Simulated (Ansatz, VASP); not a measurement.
Hg3P2 in VASP and in Ansatz

The input INCAR:

```
PREC = Accurate
ENCUT = 600
EDIFF = 1E-6
ISMEAR = 0
SIGMA = 0.02
LREAL = F
LASPH = T
NELM = 100
ALGO = Normal
ISIF = 3
LWAVE = F
LCHARG = F
GGA = PE
IBRION = 2
NSW = 100
EDIFFG = -0.01
```

The input KPOINTS:

```
regular mesh
0
Gamma
  6 6 6
```

File POSCAR:

```
Hg3P2
1.0
    3.6219400393      2.0911280567      3.4600852980
   -3.6219400393      2.0911280567      3.4600852980
    0.0000000000     -4.1822561134      3.4600852980
Hg P
3 2
Direct
    0.5000000000      0.0000000000      0.0000000000
    0.0000000000      0.5000000000      0.0000000000
    0.0000000000      0.0000000000      0.5000000000
    0.2885338510      0.2885338510      0.2885338510
    0.7114661490      0.7114661490      0.7114661490
```

Input for Ansatz:

```yaml
crystal:
  lattice:
    - [3.6219400393, 2.0911280567, 3.460085298]
    - [-3.6219400393, 2.0911280567, 3.460085298]
    - [0.0, -4.1822561134, 3.460085298]
  atoms:
    - { symbol: Hg, position: [0.5, 0.0, 0.0] }
    - { symbol: Hg, position: [0.0, 0.5, 0.0] }
    - { symbol: Hg, position: [0.0, 0.0, 0.5] }
    - { symbol: P, position: [0.288533851, 0.288533851, 0.288533851] }
    - { symbol: P, position: [0.711466149, 0.711466149, 0.711466149] }
basis:
  ecutwfc: 420
kpoints:
  mp_grid: { grid: [6, 6, 6] }
hamiltonian:
  xc: pbe
scf:
  occupations: { method: gaussian, width: 0.02 }
output:
  forces: true
  stress: true
  eigenvalues: true
relax:
  adjacent_minimum: "off"
  f_tol: 0.01
  max_steps: 80
  cell: { stress_tol: 0.05 }
```

Change from the starting cell: species swapped into the Ni3Se2 type (R32, No. 155).

Alike in both runs: task relaxation of cell and atoms; functional PBE; k mesh 6 × 6 × 6; occupations gaussian, width 0.02 eV; no spin polarisation.

|  | VASP | Ansatz |
| --- | --- | --- |
| version | VASP 6.6.1 | Ansatz 0.2.0 |
| potentials or method | VASP PAW PBE potentials, release 64 (Hg, P), cutoff 600 eV | scalar-relativistic, plane waves, PAW |
| valence electrons in the cell | 46 | 70 |

Ansatz gave:

* gap on the k mesh at the Fermi level, each at its own relaxed structure (eV): 1.81
* relaxed volume (Å³/atom): 32.65
* relaxed cell length with the largest relative difference (Å): 5.515

Problem. Estimate VASP's values.

Solution. gap on the k mesh at the Fermi level, each at its own relaxed structure (eV): 1.81; relaxed volume (Å³/atom): 32.46; relaxed cell length with the largest relative difference (Å): 5.499.

VASP's potentials hold 46 valence electrons a cell and Ansatz's 70, so a difference there can come from the potentials and not from the codes.

Spin-orbit coupling is off throughout.
